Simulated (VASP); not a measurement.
# Cu (Fm-3m) in VASP: a series of runs, part 2 of 2

VASP 6.6.1. The steps go on from the part before.

### Step 3. Relaxation of cell and atoms, PBE

Contents of INCAR:

```
PREC = Accurate
ENCUT = 600
EDIFF = 1E-6
ISMEAR = 0
SIGMA = 0.1
LREAL = F
LASPH = T
NELM = 100
ALGO = Fast
ISIF = 3
LWAVE = F
LCHARG = F
GGA = PE
IBRION = 2
NSW = 80
EDIFFG = -0.003
```

Contents of KPOINTS:

```
Automatic mesh
0
Gamma
  36 36 36
```

Contents of POSCAR:

```
Cu
1.0
    0.0000000000      1.8150000000      1.8150000000
    1.8150000000      0.0000000000      1.8150000000
    1.8150000000      1.8150000000      0.0000000000
Cu
1
Direct
    0.0000000000      0.0000000000      0.0000000000
```

Potentials or basis: VASP PAW PBE potentials, release 64 (Cu).

Started as:

```sh
cat potpaw_PBE.64/Cu/POTCAR > POTCAR
mpirun -np 1 vasp_std > vasp.out
```

OUTCAR:

```text
PREC = Accurate
   ENCUT = 600
   EDIFF = 1E-6
   ISMEAR = 0
   LREAL = F
   LASPH = T
   NELM = 100
   ISIF = 3
   GGA = PE
   IBRION = 2
   NSW = 80
   EDIFFG = -0.003

 ion  position               nearest neighbor table
   1  0.000  0.000  0.000-

  LATTYP: Found a face centered cubic cell.
 ALAT       =     3.6300000000

  Lattice vectors:

 A1 = (   0.0000000000,   1.8150000000,   1.8150000000)
 A2 = (   1.8150000000,   0.0000000000,   1.8150000000)
 A3 = (   1.8150000000,   1.8150000000,   0.0000000000)

Analysis of symmetry for initial positions (statically):
=====================================================================
 Subroutine PRICEL returns:
 Original cell was already a primitive cell.

 Routine SETGRP: Setting up the symmetry group for a
 face centered cubic supercell.

 Subroutine GETGRP returns: Found 48 space group operations
 (whereof 48 operations were pure point group operations)
 out of a pool of 48 trial point group operations.

The static configuration has the point symmetry O_h .

Analysis of symmetry for dynamics (positions and initial velocities):
=====================================================================
 Subroutine PRICEL returns:
 Original cell was already a primitive cell.

 Routine SETGRP: Setting up the symmetry group for a
 face centered cubic supercell.

 Subroutine GETGRP returns: Found 48 space group operations
 (whereof 48 operations were pure point group operations)
 out of a pool of 48 trial point group operations.

The dynamic configuration has the point symmetry O_h .

 Subroutine INISYM returns: Found 48 space group operations
 (whereof 48 operations are pure point group operations),
 and found     1 'primitive' translations

----------------------------------------------------------------------------------------

                                     Primitive cell

  volume of cell :      11.9580

  direct lattice vectors                    reciprocal lattice vectors
     0.000000000  1.815000000  1.815000000    -0.275482094  0.275482094  0.275482094
     1.815000000  0.000000000  1.815000000     0.275482094 -0.275482094  0.275482094
     1.815000000  1.815000000  0.000000000     0.275482094  0.275482094 -0.275482094

  length of vectors
     2.566797616  2.566797616  2.566797616     0.477148983  0.477148983  0.477148983

  position of ions in fractional coordinates (direct lattice)
     0.000000000  0.000000000  0.000000000

  ion indices of the primitive-cell ions
   primitive index   ion index
                 1           1

----------------------------------------------------------------------------------------

 KPOINTS: Automatic mesh

Automatic generation of k-mesh.
 Grid dimensions read from file:
 generate k-points for:   36   36   36

 Generating k-lattice:

  Cartesian coordinates                     Fractional coordinates (reciprocal lattice)
    -0.007652280  0.007652280  0.007652280     0.027777778  0.000000000  0.000000000
     0.007652280 -0.007652280  0.007652280     0.000000000  0.027777778  0.000000000
     0.007652280  0.007652280 -0.007652280     0.000000000  0.000000000  0.027777778

  Length of vectors
[... 39 lines left out ...]
   total plane-waves  NPLWV =  13824
   dimension x,y,z NGX =    24 NGY =   24 NGZ =   24
   dimension x,y,z NGXF=    48 NGYF=   48 NGZF=   48
   ions per type =               1
   NGX,Y,Z   is equivalent  to a cutoff of  15.54, 15.54, 15.54 a.u.
   NGXF,Y,Z  is equivalent  to a cutoff of  31.09, 31.09, 31.09 a.u.
 SYSTEM =  unknown system
   PREC   = accura    normal or accurate (medium, high low for compatibility)
   ISTART =      0    job   : 0-new  1-cont  2-samecut
   ICHARG =      2    charge: 1-file 2-atom 10-const
   ISPIN  =      1    spin polarized calculation?
   LNONCOLLINEAR =      F non collinear calculations
   LSORBIT =      F    spin-orbit coupling
   LASPH  =      T    aspherical Exc in radial PAW
   ENCUT  =  600.0 eV  44.10 Ry    6.64 a.u.   5.13  5.13  5.13*2*pi/ulx,y,z
   NELM   =    100;   NELMIN=  2; NELMDL= -5     # of ELM steps
   EDIFF  = 0.1E-05   stopping-criterion for ELM
   LREAL  =      F    real-space projection
   EDIFFG = -.3E-02   stopping-criterion for IOM
   NSW    =     80    number of steps for IOM
   IBRION =      2    ionic relax: 0-MD 1-quasi-New 2-CG
   NFREE  =      1    steps in history (QN), initial steepest desc. (CG)
   ISIF   =      3    stress and relaxation
   ISYM   =      2    0-nonsym 1-usesym 2-fastsym
   POTIM  = 0.5000    time-step for ionic-motion
   TEBEG  =    0.0;   TEEND  =   0.0 temperature during run
   PSTRESS=    0.0 pullay stress
   NELECT =      11.0000    total number of electrons
   NUPDOWN=      -1.0000    fix difference up-down
   EMIN   =  10.00;   EMAX   =-10.00  energy-range for DOS
   EFERMI =   0.00;   METHOD = LEGACY
   ISMEAR =     0;   SIGMA  =   0.10  broadening in eV -4-tet -1-fermi 0-gaus
   EFERMI_NEDOS =   21; number of points for ismear=-14 and -15
   IALGO  =     68    algorithm
   IMIX   =      4    mixing-type and parameters
     AMIX     =   0.40;   BMIX     =  1.00
     AMIX_MAG =   1.60;   BMIX_MAG =  1.00
  volume/ion in A,a.u.               =      11.96        80.70
  Fermi-wavevector in a.u.,A,eV,Ry     =   1.592157  3.008740 34.490258  2.534962
  Thomas-Fermi vector in A             =   2.690585
   LORBIT       =      0    0 simple, 1 ext, 2 COOP (PROOUT), +10 PAW based schemes
   GGA     = PE    functional components
   LHFCALC =     F    Hartree Fock is set to
   AEXX    =    0.0000 exact exchange contribution
   IVDW    =     0    specifies the selected vdW correction
   LEPSILON=     F    determine dielectric tensor
   LRPA    =     F    only Hartree local field effects (RPA)
 conjugate gradient relaxation of ions
 non-spin polarized calculation
 RMM-DIIS sequential band-by-band and
 Gauss-broadening in eV      SIGMA  =   0.10
  energy-cutoff  :      600.00
  volume of cell :       11.96
 maximum number of plane-waves:       415
 NGX is ok and might be reduce to    24
   NGX = 11   NGY = 11   NGZ = 11

--------------------------------------- Ionic step        1  -------------------------------------------

 number of electron      10.9999998 magnetization

 Free energy of the ion-electron system (eV)
  ---------------------------------------------------
  ext. energy  EPLUGINS =         0.00000000
  ---------------------------------------------------
  free energy    TOTEN  =        -3.72846327 eV

  energy without entropy =       -3.72692670  energy(sigma->0) =       -3.72769499

------------------------ aborting loop because EDIFF is reached ----------------------------------------

  FORCE on cell =-STRESS in cart. coord.  units (eV):
  Direction    XX          YY          ZZ          XY          YZ          ZX
  --------------------------------------------------------------------------------------
  -------------------------------------------------------------------------------------
  Total        0.0593364      0.0593364      0.0593364     -0.0000000     -0.0000000      0.0000000
  in kB        7.9500885      7.9500885      7.9500885     -0.0000000     -0.0000000      0.0000000
  external PRESSURE =       7.9500885 kB  Pullay stress =       0.0000000 kB
[... 92 lines left out ...]
--------------------------------------- Ionic step        4  -------------------------------------------

 number of electron      10.9999998 magnetization

 Free energy of the ion-electron system (eV)
  ---------------------------------------------------
  ext. energy  EPLUGINS =         0.00000000
  ---------------------------------------------------
  free energy    TOTEN  =        -3.72853014 eV

  energy without entropy =       -3.72698315  energy(sigma->0) =       -3.72775665

 E-fermi :   7.4090     XC(G=0): -12.6298

 val. band max:        7.3977742886   @ k =   0.4444   0.4167   0.0278
 cond. band min:       7.4159016929   @ k =   0.4722   0.2778   0.0278
 fundamental gap:      0.0181274043
 Fermi energy:         7.4090026262

 k-point     1 :       0.0000    0.0000    0.0000
  band No.  band energies     occupation
      1      -1.8444      2.00000
      2       4.4024      2.00000
      3       4.4024      2.00000
      4       4.4024      2.00000
      5       5.2032      2.00000
      6       5.2032      2.00000
      7      29.8414      0.00000
      8      32.3568      0.00000
      9      32.3569      0.00000
[... 265 lines left out ...]
 k-point    24 :       0.1389    0.0278    0.0000
  band No.  band energies     occupation
      1      -1.2223      2.00000
      2       4.2791      2.00000
      3       4.5042      2.00000
      4       4.5079      2.00000
      5       5.1389      2.00000
      6       5.2070      2.00000
      7      25.7860      0.00000
      8      30.0785      0.00000
      9      30.2901      0.00000

 [... further k-points ...]
[... 5 lines left out ...]
  --------------------------------------------------------------------------------------
  -------------------------------------------------------------------------------------
  Total       -0.0011853     -0.0011853     -0.0011853      0.0000000      0.0000000      0.0000000
  in kB       -0.1581367     -0.1581367     -0.1581367      0.0000000      0.0000000      0.0000000
  external PRESSURE =      -0.1581367 kB  Pullay stress =       0.0000000 kB
[... 16 lines left out ...]
  FREE ENERGIE OF THE ION-ELECTRON SYSTEM (eV)
  ---------------------------------------------------
  free  energy   TOTEN  =        -3.7285301370 eV

  energy  without entropy=       -3.7269831547  energy(sigma->0) =       -3.72775665

 reached required accuracy - stopping structural energy minimisation
```

OSZICAR:

```text
N       E                     dE             d eps       ncg     rms          rms(c)
DAV:   1     0.389656837566E+02    0.38966E+02   -0.62087E+03 22810   0.227E+03
DAV:   2    -0.415303242353E+01   -0.43119E+02   -0.41043E+02 22437   0.205E+02
DAV:   3    -0.462336011446E+01   -0.47033E+00   -0.46893E+00 26444   0.309E+01
DAV:   4    -0.462670595987E+01   -0.33458E-02   -0.33454E-02 27090   0.235E+00
[... 32 lines left out ...]
DAV:   1    -0.372858835055E+01   -0.56581E-04   -0.10927E-03 24331   0.864E-01    0.630E-02
RMM:   2    -0.372854828593E+01    0.40065E-04   -0.27298E-04 22464   0.403E-01    0.294E-02
RMM:   3    -0.372853178489E+01    0.16501E-04   -0.42474E-05 22247   0.178E-01    0.115E-02
RMM:   4    -0.372853036787E+01    0.14170E-05   -0.25019E-06 16825   0.221E-02    0.455E-03
RMM:   5    -0.372853013697E+01    0.23090E-06   -0.12656E-06 13305   0.314E-02
   4 F= -.37285301E+01 E0= -.37277566E+01  d E =-.668664E-04
```

CONTCAR:

```text
Cu
   1.00000000000000
    -0.0000000000000000    1.8175548373749661    1.8175548373749661
     1.8175548373749661    0.0000000000000000    1.8175548373749661
     1.8175548373749661    1.8175548373749661   -0.0000000000000000
  Cu
     1
Direct
     1.0000000000000000    1.0000000000000000    1.0000000000000000

  0.00000000E+00  0.00000000E+00  0.00000000E+00
```

It took 4.9 min on 1 thread of Intel Xeon 6975P-C, shared host; peak memory 0.32 GiB.

Results:

```
Free energy                            : -3.7285 eV
Relaxed volume                         : 12.01 Å³/atom
Relaxed cell                           : a = 2.570 Å, b = 2.570 Å, c = 2.570 Å, α = 60.00°, β = 60.00°, γ = 60.00°
Space group after relaxing (to 0.05 Å) : Fm-3m (No. 225)
Energy gained by relaxing              : 0.1 meV/atom
Ionic steps                            : 4
Pressure after relaxing                : 0.0 GPa
```

Final structure:
```
Cu
1.0
     0.00000    1.81755    1.81755
     1.81755    0.00000    1.81755
     1.81755    1.81755    0.00000
Cu
1
Direct
  0.00000 0.00000 0.00000
```
